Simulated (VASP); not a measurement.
# Ti (P6_3/mmc) in VASP: notebook

Aim: see how the results for Ti move with the level of theory and the settings. Levels: PBE, r2SCAN, r2SCAN0, r2SCANh. Tasks: single point.

Program: VASP 6.6.1. These are calculated values, not measurements. Logs are shortened: lines on timing, memory, paths and dates and some standing lists are left out, and cuts for length are marked.

### 1 The cell of the first run

Symmetry: P6_3/mmc, No. 194, hexagonal system. The conventional cell has a = 3.008 Å, b = 3.008 Å, c = 4.772 Å, α = 90.00°, β = 90.00°, γ = 120.00°. Within 3.9 Å of Ti (site symmetry -6m2) lie 12 Ti at 2.95 to 3.01 Å.

### 2 Single point, PBE

INCAR reads:

```
PREC = Accurate
ENCUT = 520
EDIFF = 1E-6
ISMEAR = -1
SIGMA = 0.05
LREAL = F
LASPH = T
NELM = 100
ALGO = Fast
ISIF = 2
LWAVE = F
LCHARG = F
GGA = PE
NBANDS = 19
```

KPOINTS reads:

```
regular mesh
0
Gamma
  10 10 6
```

POSCAR reads:

```
Ti
1.0
    3.0078578261      0.0000000000      0.0000000000
   -1.5039289131      2.6048812885      0.0000000000
    0.0000000000      0.0000000000      4.7717880089
Ti
2
Direct
    0.6666666667      0.3333333333      0.7500000000
    0.3333333333      0.6666666667      0.2500000000
```

Potentials or basis: VASP PAW PBE potentials, release 64 (Ti_sv).

Run with:

```
cat potpaw_PBE.64/Ti_sv/POTCAR > POTCAR
mpirun -np 1 vasp_std > vasp.out
```

OUTCAR:

```text
PREC = Accurate
   ENCUT = 520
   EDIFF = 1E-6
   ISMEAR = -1
   LREAL = F
   LASPH = T
   NELM = 100
   ISIF = 2
   GGA = PE

 ion  position               nearest neighbor table
   1  0.667  0.333  0.750-
   2  0.333  0.667  0.250-

  LATTYP: Found a hexagonal cell.
 ALAT       =     3.0078578261
 C/A-ratio  =     1.5864406780

  Lattice vectors:

 A1 = (   3.0078578261,   0.0000000000,   0.0000000000)
 A2 = (  -1.5039289131,   2.6048812885,   0.0000000000)
 A3 = (   0.0000000000,   0.0000000000,   4.7717880089)

Analysis of symmetry for initial positions (statically):
=====================================================================
 Subroutine PRICEL returns:
 Original cell was already a primitive cell.

 Routine SETGRP: Setting up the symmetry group for a
 hexagonal supercell.

 Subroutine GETGRP returns: Found 24 space group operations
 (whereof 12 operations were pure point group operations)
 out of a pool of 24 trial point group operations.

The static configuration has the point symmetry D_3d.
 The point group associated with its full space group is D_6h.

Analysis of symmetry for dynamics (positions and initial velocities):
=====================================================================
 Subroutine PRICEL returns:
 Original cell was already a primitive cell.

 Routine SETGRP: Setting up the symmetry group for a
 hexagonal supercell.

 Subroutine GETGRP returns: Found 24 space group operations
 (whereof 12 operations were pure point group operations)
 out of a pool of 24 trial point group operations.

The dynamic configuration has the point symmetry D_3d.
 The point group associated with its full space group is D_6h.

 Subroutine INISYM returns: Found 24 space group operations
 (whereof 12 operations are pure point group operations),
 and found     1 'primitive' translations

----------------------------------------------------------------------------------------

                                     Primitive cell

  volume of cell :      37.3875

  direct lattice vectors                    reciprocal lattice vectors
     3.007857826  0.000000000  0.000000000     0.332462522  0.191947327  0.000000000
    -1.503928913  2.604881289  0.000000000     0.000000000  0.383894654  0.000000000
     0.000000000  0.000000000  4.771788009     0.000000000  0.000000000  0.209565052

  length of vectors
     3.007857826  3.007857826  4.771788009     0.383894654  0.383894654  0.209565052

  position of ions in fractional coordinates (direct lattice)
     0.666666667  0.333333333  0.750000000
     0.333333333  0.666666667  0.250000000

  ion indices of the primitive-cell ions
   primitive index   ion index
                 1           1
                 2           2

----------------------------------------------------------------------------------------

 KPOINTS: regular mesh

Automatic generation of k-mesh.
 Grid dimensions read from file:
 generate k-points for:   10   10    6

 Generating k-lattice:

  Cartesian coordinates                     Fractional coordinates (reciprocal lattice)
     0.033246252  0.019194733  0.000000000     0.100000000  0.000000000  0.000000000
     0.000000000  0.038389465  0.000000000     0.000000000  0.100000000  0.000000000
     0.000000000  0.000000000  0.034927509     0.000000000  0.000000000  0.166666667

  Length of vectors
     0.038389465  0.038389465  0.034927509

  Shift w.r.t. Gamma in fractional coordinates (k-lattice)
     0.000000000  0.000000000  0.000000000

 Subroutine IBZKPT returns following result:
 ===========================================

 Found     56 irreducible k-points:

 Following reciprocal coordinates:
            Coordinates               Weight
  0.000000  0.000000  0.000000      1.000000
  0.100000 -0.000000  0.000000      6.000000
  0.200000 -0.000000  0.000000      6.000000
  0.300000  0.000000  0.000000      6.000000
  0.400000  0.000000  0.000000      6.000000
  0.500000 -0.000000  0.000000      3.000000
[... 16 lines left out ...]
  0.300000  0.100000  0.166667     24.000000
  0.400000  0.100000  0.166667     24.000000
 [... further k-points ...]
   k-points           NKPTS =     56   k-points in BZ     NKDIM =     56   number of bands    NBANDS=     19
   number of dos      NEDOS =    301   number of ions     NIONS =      2
   total plane-waves  NPLWV =  20736
   dimension x,y,z NGX =    24 NGY =   24 NGZ =   36
   dimension x,y,z NGXF=    48 NGYF=   48 NGZF=   72
   ions per type =               2
   NGX,Y,Z   is equivalent  to a cutoff of  13.26, 13.26, 12.54 a.u.
   NGXF,Y,Z  is equivalent  to a cutoff of  26.53, 26.53, 25.08 a.u.
 SYSTEM =  unknown system
   PREC   = accura    normal or accurate (medium, high low for compatibility)
   ISTART =      0    job   : 0-new  1-cont  2-samecut
   ICHARG =      2    charge: 1-file 2-atom 10-const
   ISPIN  =      1    spin polarized calculation?
   LNONCOLLINEAR =      F non collinear calculations
   LSORBIT =      F    spin-orbit coupling
   LASPH  =      T    aspherical Exc in radial PAW
   ENCUT  =  520.0 eV  38.22 Ry    6.18 a.u.   5.59  5.59  8.87*2*pi/ulx,y,z
   NELM   =    100;   NELMIN=  2; NELMDL= -5     # of ELM steps
   EDIFF  = 0.1E-05   stopping-criterion for ELM
   LREAL  =      F    real-space projection
   EDIFFG = 0.1E-04   stopping-criterion for IOM
   NSW    =      0    number of steps for IOM
   IBRION =     -1    ionic relax: 0-MD 1-quasi-New 2-CG
   NFREE  =      0    steps in history (QN), initial steepest desc. (CG)
   ISIF   =      2    stress and relaxation
   ISYM   =      2    0-nonsym 1-usesym 2-fastsym
   POTIM  = 0.5000    time-step for ionic-motion
   TEBEG  =    0.0;   TEEND  =   0.0 temperature during run
   PSTRESS=    0.0 pullay stress
   NELECT =      24.0000    total number of electrons
   NUPDOWN=      -1.0000    fix difference up-down
   EMIN   =  10.00;   EMAX   =-10.00  energy-range for DOS
   EFERMI =   0.00;   METHOD = LEGACY
   ISMEAR =    -1;   SIGMA  =   0.05  broadening in eV -4-tet -1-fermi 0-gaus
   EFERMI_NEDOS =   21; number of points for ismear=-14 and -15
   IALGO  =     68    algorithm
   IMIX   =      4    mixing-type and parameters
     AMIX     =   0.40;   BMIX     =  1.00
     AMIX_MAG =   1.60;   BMIX_MAG =  1.00
  volume/ion in A,a.u.               =      18.69       126.15
  Fermi-wavevector in a.u.,A,eV,Ry     =   1.412222  2.668714 27.135083  1.994372
  Thomas-Fermi vector in A             =   2.533993
   LORBIT       =      0    0 simple, 1 ext, 2 COOP (PROOUT), +10 PAW based schemes
   GGA     = PE    functional components
   LHFCALC =     F    Hartree Fock is set to
   AEXX    =    0.0000 exact exchange contribution
   IVDW    =     0    specifies the selected vdW correction
   LEPSILON=     F    determine dielectric tensor
   LRPA    =     F    only Hartree local field effects (RPA)
 non-spin polarized calculation
 RMM-DIIS sequential band-by-band and
  energy-cutoff  :      520.00
  volume of cell :       37.39
 maximum number of plane-waves:      1032
 NGX is ok and might be reduce to    24
   NGX = 11   NGY = 11   NGZ = 17

 number of electron      23.9999996 magnetization

 Free energy of the ion-electron system (eV)
  ---------------------------------------------------
  ext. energy  EPLUGINS =         0.00000000
  ---------------------------------------------------
  free energy    TOTEN  =       -15.61603138 eV

  energy without entropy =      -15.59602487  energy(sigma->0) =      -15.60602813

 E-fermi :   7.5715     XC(G=0): -11.1558

 val. band max:        7.5689833119   @ k =   0.2000  -0.0000   0.3333
 cond. band min:       7.5835782172   @ k =   0.1000   0.1000   0.1667
 fundamental gap:      0.0145949054
 Fermi energy:         7.5714632842

 k-point     1 :       0.0000    0.0000    0.0000
  band No.  band energies     occupation
      1     -49.4094      2.00000
      2     -49.3090      2.00000
      3     -25.9193      2.00000
      4     -25.4079      2.00000
      5     -25.4079      2.00000
      6     -25.3652      2.00000
[... 11 lines left out ...]
     18       9.0782      0.00000
     19      10.4530      0.00000

 k-point     2 :       0.1000   -0.0000    0.0000
  band No.  band energies     occupation
      1     -49.4022      2.00000
      2     -49.3063      2.00000
      3     -25.9023      2.00000
      4     -25.4426      2.00000
      5     -25.4195      2.00000
      6     -25.3725      2.00000
[... 11 lines left out ...]
     18       8.9444      0.00000
     19      10.5214      0.00000

 k-point     3 :       0.2000   -0.0000    0.0000
  band No.  band energies     occupation
      1     -49.3829      2.00000
      2     -49.2994      2.00000
      3     -25.8547      2.00000
      4     -25.5339      2.00000
      5     -25.4560      2.00000
      6     -25.4486      2.00000
[... 11 lines left out ...]
     18       9.3480      0.00000
     19      10.6486      0.00000

 k-point     4 :       0.3000    0.0000    0.0000
  band No.  band energies     occupation
      1     -49.3572      2.00000
      2     -49.2925      2.00000
      3     -25.7869      2.00000
      4     -25.6482      2.00000
      5     -25.5652      2.00000
      6     -25.4829      2.00000
[... 11 lines left out ...]
     18       9.9503      0.00000
     19      10.7484      0.00000

 k-point     5 :       0.4000    0.0000    0.0000
  band No.  band energies     occupation
      1     -49.3336      2.00000
      2     -49.2897      2.00000
      3     -25.7414      2.00000
      4     -25.7167      2.00000
      5     -25.6505      2.00000
      6     -25.5099      2.00000
[... 11 lines left out ...]
     18      10.6084      0.00000
     19      10.8025      0.00000

 k-point     6 :       0.5000   -0.0000    0.0000
  band No.  band energies     occupation
      1     -49.3229      2.00000
      2     -49.2903      2.00000
      3     -25.7770      2.00000
      4     -25.6825      2.00000
      5     -25.6806      2.00000
      6     -25.5200      2.00000
[... 11 lines left out ...]
     18      10.8237      0.00000
     19      11.5528      0.00000

 k-point     7 :       0.1000    0.1000    0.0000
  band No.  band energies     occupation
      1     -49.3889      2.00000
      2     -49.3014      2.00000
      3     -25.8700      2.00000
      4     -25.4969      2.00000
      5     -25.4629      2.00000
      6     -25.4076      2.00000
[... 11 lines left out ...]
     18       9.2625      0.00000
     19      10.5938      0.00000

 k-point     8 :       0.2000    0.1000    0.0000
  band No.  band energies     occupation
      1     -49.3664      2.00000
      2     -49.2946      2.00000
      3     -25.8120      2.00000
      4     -25.5909      2.00000
      5     -25.5451      2.00000
      6     -25.4583      2.00000
[... 256 lines left out ...]
 k-point    20 :       0.5000   -0.0000    0.1667
  band No.  band energies     occupation
      1     -49.3207      2.00000
      2     -49.2924      2.00000
      3     -25.8126      2.00000
      4     -25.7191      2.00000
      5     -25.6264      2.00000
      6     -25.5111      2.00000
[... 11 lines left out ...]
     18      10.8128      0.00000
     19      11.2729      0.00000

 k-point    21 :       0.1000    0.1000    0.1667
  band No.  band energies     occupation
      1     -49.3831      2.00000
      2     -49.3073      2.00000
      3     -25.8434      2.00000
      4     -25.4871      2.00000
      5     -25.4784      2.00000
      6     -25.4326      2.00000
[... 11 lines left out ...]
     18       9.3595      0.00000
     19      10.5613      0.00000

 k-point    22 :       0.2000    0.1000    0.1667
  band No.  band energies     occupation
      1     -49.3616      2.00000
      2     -49.2994      2.00000
      3     -25.8016      2.00000
      4     -25.5825      2.00000
      5     -25.5556      2.00000
      6     -25.4699      2.00000
[... 11 lines left out ...]
     18       9.8283      0.00000
     19      10.6277      0.00000

 k-point    23 :       0.3000    0.1000    0.1667
  band No.  band energies     occupation
      1     -49.3380      2.00000
      2     -49.2935      2.00000
      3     -25.7746      2.00000
      4     -25.6692      2.00000
      5     -25.6175      2.00000
      6     -25.5075      2.00000
[... 11 lines left out ...]
     18      10.3379      0.00000
     19      10.8115      0.00000

 k-point    24 :       0.4000    0.1000    0.1667
  band No.  band energies     occupation
      1     -49.3208      2.00000
      2     -49.2924      2.00000
      3     -25.7946      2.00000
      4     -25.7058      2.00000
      5     -25.6272      2.00000
      6     -25.5246      2.00000
[... 11 lines left out ...]
     18      10.6881      0.00000
     19      11.3341      0.00000

 [... further k-points ...]
[... 5 lines left out ...]
  --------------------------------------------------------------------------------------
  -------------------------------------------------------------------------------------
  Total       -1.6549234     -1.6549234     -1.7509321      0.0000000      0.0000000     -0.0000000
  in kB      -70.9189189    -70.9189189    -75.0332054      0.0000000      0.0000000     -0.0000000
  external PRESSURE =     -72.2903477 kB  Pullay stress =       0.0000000 kB

 VOLUME and BASIS-vectors are now :
 -----------------------------------------------------------------------------
  energy-cutoff  :      520.00
  volume of cell :       37.39
      direct lattice vectors                 reciprocal lattice vectors
     3.007857826  0.000000000  0.000000000     0.332462522  0.191947327  0.000000000
    -1.503928913  2.604881289  0.000000000     0.000000000  0.383894654  0.000000000
     0.000000000  0.000000000  4.771788009     0.000000000  0.000000000  0.209565052

 POSITION                                       TOTAL-FORCE (eV/Angst)
 -----------------------------------------------------------------------------------
      1.50393      0.86829      3.57884        -0.000000     -0.000000      0.000000
     -0.00000      1.73659      1.19295         0.000000      0.000000      0.000000
 -----------------------------------------------------------------------------------
    total drift:                               -0.000000      0.000000     -0.000000

  FREE ENERGIE OF THE ION-ELECTRON SYSTEM (eV)
  ---------------------------------------------------
  free  energy   TOTEN  =       -15.6160313837 eV

  energy  without entropy=      -15.5960248696  energy(sigma->0) =      -15.60602813
```

It took 2.1 min on 1 thread of Intel Xeon Platinum 8375C at 2.90GHz (Ice Lake), shared host; peak memory 0.16 GiB.

Results:

```
Free energy            : -15.6160 eV
Pressure               : -7.2 GPa
Band gap on the k mesh : zero (bands 12 and 13 overlap by 0.98 eV)
```

Stress tensor (GPa, compression positive):
```
-7.09  0.00  0.00
 0.00 -7.09  0.00
 0.00  0.00 -7.50
```

Levels at points of the mesh, in eV from the Fermi level:
| k point | band 8 | band 9 | band 10 | band 11 | band 12 | band 13 | band 14 | band 15 | band 16 | band 17 |
| --- | --- | --- | --- | --- | --- | --- | --- | --- | --- | --- |
| (0.00, 0.00, 0.00) | -32.90 | -6.02 | -2.51 | 0.59 | 0.74 | 0.74 | 0.82 | 1.18 | 1.18 | 1.51 |
| (0.50, 0.00, 0.00) | -32.96 | -2.24 | -1.95 | -1.66 | -0.67 | 0.48 | 0.57 | 1.07 | 3.05 | 3.25 |
| (0.00, 0.00, 0.50) | -32.94 | -4.26 | -4.26 | 0.08 | 0.08 | 0.65 | 0.65 | 0.65 | 0.65 | 2.56 |
| (0.50, 0.00, 0.50) | -33.02 | -2.35 | -2.35 | -0.73 | -0.73 | 1.16 | 1.16 | 1.60 | 1.60 | 3.17 |

Caveat: the cell stands under tension.

(Part 1 of 2 ends here.)
